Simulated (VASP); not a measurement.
# LiBr (Fm-3m) in VASP: a series of runs, part 2 of 2

VASP 6.6.1.

**4. Relaxation of cell and atoms, r2SCAN**

POSCAR reads:

```
LiBr
1.0
    0.0000000000      2.7544466701      2.7544466701
    2.7544466701      0.0000000000      2.7544466701
    2.7544466701      2.7544466701      0.0000000000
Li Br
1 1
Direct
    0.0000000000      0.0000000000      0.0000000000
    0.5000000000      0.5000000000      0.5000000000
```

INCAR.step1 reads:

```
PREC     = Accurate       # precision mode
ENCUT    = 830            # plane-wave cutoff, eV
ISMEAR   = -1             # smearing method
SIGMA    = 0.02           # smearing width, eV
LREAL    = False          # projectors in reciprocal space
LASPH    = True           # aspherical terms in the spheres
NELM     = 120            # most SCF steps
GGA      = PE             # functional
ALGO     = Normal         # electronic algorithm
EDIFF    = 1E-5           # SCF threshold, eV
LWAVE    = True           # write WAVECAR
LCHARG   = False          # write CHGCAR
GGA_COMPAT= False        
IBRION   = 2              # ionic algorithm
ISIF     = 3              # what is computed and relaxed
EDIFFG   = -0.005         # ionic threshold
NELMIN   = 4            
NSW      = 100            # ionic steps
```

INCAR.step2 reads:

```
PREC     = Accurate       # precision mode
ENCUT    = 830            # plane-wave cutoff, eV
EDIFF    = 1E-7           # SCF threshold, eV
ISMEAR   = -1             # smearing method
SIGMA    = 0.02           # smearing width, eV
LREAL    = False          # projectors in reciprocal space
LASPH    = True           # aspherical terms in the spheres
NELM     = 120            # most SCF steps
ALGO     = Normal         # electronic algorithm
ISIF     = 3              # what is computed and relaxed
LWAVE    = False          # write WAVECAR
LCHARG   = False          # write CHGCAR
METAGGA  = R2SCAN         # meta-GGA
LMIXTAU  = True         
IBRION   = 2              # ionic algorithm
NSW      = 80             # ionic steps
EDIFFG   = -0.005         # ionic threshold
ISTART   = 1            
GGA_COMPAT= False        
NELMIN   = 4
```

KPOINTS reads:

```
regular mesh
0
Gamma
  8 8 8
```

Potentials or basis: VASP PAW PBE potentials, release 64 (Li_sv, Br).

Command:

```bash
> cat potpaw_PBE.64/Li_sv/POTCAR potpaw_PBE.64/Br/POTCAR > POTCAR
> cp INCAR.step1 INCAR
> mpirun -np 1 vasp_std > vasp.out
> cp INCAR.step2 INCAR
> mpirun -np 1 vasp_std > vasp.out
```

It took 10 min on 1 thread of Intel Xeon 8259CL, shared host; peak memory 0.28 GiB.

It converged, with:

```yaml
Free_energy: -19.1520 eV
Relaxed_volume: 20.33 Å³/atom
Relaxed_cell: a = 3.860 Å, b = 3.860 Å, c = 3.860 Å, α = 60.00°, β = 60.00°, γ = 60.00°
Space_group_after_relaxing_to_0.1_Å: Fm-3m (No. 225)
Energy_gained_by_relaxing: 1.7 meV/atom
Ionic_steps: 5
Pressure_after_relaxing: 0.0 GPa
Band_gap_on_the_k_mesh: 5.98 eV
```

The path:
| step | energy change (eV) | largest force (eV/Å) | pressure (GPa) | volume (Å³) |
| --- | --- | --- | --- | --- |
| 1 | 0.0000 | 0.0000 | -0.81 | 41.80 |
| 2 | -0.0027 | 0.0000 | -0.37 | 41.16 |
| 3 | -0.0032 | 0.0000 | -0.21 | 40.94 |
| 4 | -0.0035 | 0.0000 | 0.10 | 40.52 |
| 5 | -0.0035 | 0.0000 | 0.00 | 40.65 |

Final structure:
```
Li Br
1.0
     0.00000    2.72913    2.72913
     2.72913    0.00000    2.72913
     2.72913    2.72913    0.00000
Li Br
1 1
Direct
  0.00000 0.00000 0.00000
  0.50000 0.50000 0.50000
```

Levels at points of the mesh, in eV from the valence-band top:
```tsv
k point	band 2	band 3	band 4	band 5	band 6	band 7	band 8	band 9
(0.00, 0.00, 0.00)	-13.98	0.00	0.00	0.00	5.98	11.23	11.23	11.23
(0.50, 0.00, 0.00)	-13.46	-2.99	-0.29	-0.29	6.40	8.89	8.89	13.22
(0.50, 0.50, 0.00)	-13.25	-3.01	-1.20	-1.20	7.12	7.71	12.92	13.81
```

Caveat: the PAW data sets were made with another functional, which shifts forces and pressure a little. A k mesh can miss the band edges.

**5. Single point, HSE06**

This run uses another cell than the first one, of 20.50 Å³/atom.

POSCAR reads:

```
LiBr
1.0
    0.0000000000      2.7369769274      2.7369769274
    2.7369769274      0.0000000000      2.7369769274
    2.7369769274      2.7369769274      0.0000000000
Li Br
1 1
Direct
    0.0000000000      0.0000000000      0.0000000000
    0.5000000000      0.5000000000      0.5000000000
```

INCAR.step1 reads:

```
PREC = Accurate
ENCUT = 650
EDIFF = 1E-5
ISMEAR = -1
SIGMA = 0.02
LREAL = F
LASPH = T
NELM = 120
ALGO = Normal
ISIF = 2
LWAVE = T
LCHARG = F
NBANDS = 12
GGA = PE
GGA_COMPAT = F
```

INCAR.step2 reads:

```
PREC = Accurate
ENCUT = 650
EDIFF = 1E-6
ISMEAR = -1
SIGMA = 0.02
LREAL = F
LASPH = T
NELM = 120
ALGO = Normal
ISIF = 2
LWAVE = F
LCHARG = F
GGA = PE
LHFCALC = T
HFSCREEN = 0.2079
PRECFOCK = Normal
NBANDS = 12
ISTART = 1
GGA_COMPAT = F
```

KPOINTS reads:

```
Automatic mesh
0
Gamma
  6 6 6
```

Command:

```bash
> cat potpaw_PBE.64/Li_sv/POTCAR potpaw_PBE.64/Br/POTCAR > POTCAR
> cp INCAR.step1 INCAR
> mpirun -np 1 vasp_std > vasp.out
> cp INCAR.step2 INCAR
> mpirun -np 1 vasp_std > vasp.out
```

Wall time 46 min (1 thread of Intel Xeon 8259CL, shared host); peak memory 0.31 GiB.

The run converged. Its results:

```yaml
Free_energy: -7.6028 eV
Pressure: -0.1 GPa
Band_gap_on_the_k_mesh: 6.22 eV
```

Levels at points of the mesh, in eV from the valence-band top:
```tsv
k point	band 1	band 2	band 3	band 4	band 5	band 6	band 7	band 8	band 9	band 10
(0.00, 0.00, 0.00)	-47.27	-14.64	0.00	0.00	0.00	6.22	11.82	11.82	11.82	13.82
(0.50, 0.00, 0.00)	-47.27	-14.09	-3.18	-0.30	-0.30	6.82	9.41	9.41	13.47	15.51
(0.50, 0.50, 0.00)	-47.27	-13.87	-3.17	-1.25	-1.25	7.48	8.23	13.27	14.08	14.08
```

Caveat: the PAW data sets were made with another functional, which shifts forces and pressure a little.

**6. The runs side by side**

| task | level | potentials or basis | cell | k mesh | cutoff (eV) | grid for exact exchange (PRECFOCK) | share of exact exchange | screening parameter | gap on the mesh (eV) | pressure (GPa) | relaxed volume (Å³/atom) |
| --- | --- | --- | --- | --- | --- | --- | --- | --- | --- | --- | --- |
| relaxation of cell and atoms | PBEsol | VASP PAW PBE potentials, release 64 (Li_sv, Br) | relaxed from a = 3.895 Å, angles 60.0°, 2 atoms | 8 × 8 × 8 | 750 | - | - | - | 4.99 | 0.0 | 19.79 |
| relaxation of cell and atoms | LDA | VASP PAW LDA potentials, release 64 (Li_sv, Br) | relaxed from a = 3.895 Å, angles 60.0°, 2 atoms | 8 × 8 × 8 | 750 | - | - | - | 5.17 | 0.0 | 18.71 |
| relaxation of cell and atoms | r2SCAN | VASP PAW PBE potentials, release 64 (Li_sv, Br) | relaxed from a = 3.895 Å, angles 60.0°, 2 atoms | 8 × 8 × 8 | 830 | - | - | - | 5.98 | 0.0 | 20.33 |
| single point | HSE06 | VASP PAW PBE potentials, release 64 (Li_sv, Br) | a = 3.871 Å, angles 60.0°, 2 atoms | 6 × 6 × 6 | 650 | Normal | 0.25 | 0.2079 1/Å | 6.22 | -0.1 | - |

Alike in all rows: no spin polarisation; smearing fermi-dirac 0.02 eV.

Caveats: the PAW data sets were made with another functional, which shifts forces and pressure a little (at least some runs).

Absolute energies hang on the potentials; compare differences alone.
